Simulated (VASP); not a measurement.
Wanted: the native input for a VASP 6.6.1 run.

```
Task                   : single point
Functional             : PBE
Potentials or basis    : VASP PAW PBE potentials, release 64 (Si, C)
Cutoff                 : 520 eV
k mesh                 : 14 × 14 × 14
Occupations            : gaussian, width 0.02 eV
Spin                   : no spin polarisation
Dipole correction      : no
Further INCAR settings : ALGO = Normal; EDIFF = 1e-06; NBANDS = 21
```

The structure of SiC2 lies in POSCAR:

```
SiC2
1.0
   -1.4726224034      1.4726224034      6.2694012077
    1.4726224034     -1.4726224034      6.2694012077
    1.4726224034      1.4726224034     -6.2694012077
Si C
2 4
Direct
    0.0000000000      0.0000000000      0.0000000000
    0.7500000000      0.2500000000      0.5000000000
    0.6596757337      0.6596757337      0.0000000000
    0.3403242663      0.3403242663      0.0000000000
    0.4096757337      0.9096757337      0.5000000000
    0.0903242663      0.5903242663      0.5000000000
```

The input as run:

INCAR

```
PREC = Accurate
ENCUT = 520
EDIFF = 1E-6
ISMEAR = 0
SIGMA = 0.02
LREAL = False
LASPH = True
NELM = 100
ALGO = Normal
ISIF = 2
LWAVE = False
LCHARG = False
GGA = PE
NBANDS = 21
```

KPOINTS

```
Automatic mesh
0
Gamma
  14 14 14
```

Potentials or basis: VASP PAW PBE potentials, release 64 (Si, C).

Command:

```sh
$ cat potpaw_PBE.64/Si/POTCAR potpaw_PBE.64/C/POTCAR > POTCAR
$ mpirun -np 1 vasp_std > vasp.out
```

Results of the run:

```json
{
  "Pressure": "0.0 GPa",
  "Largest force": "0.012 eV/Å",
  "Band gap on the k mesh": "0.89 eV"
}
```

It took 24 min on 1 thread of AMD EPYC 7R43 64-Core Processor (Zen 3) (shared host), peak memory 0.45 GiB.
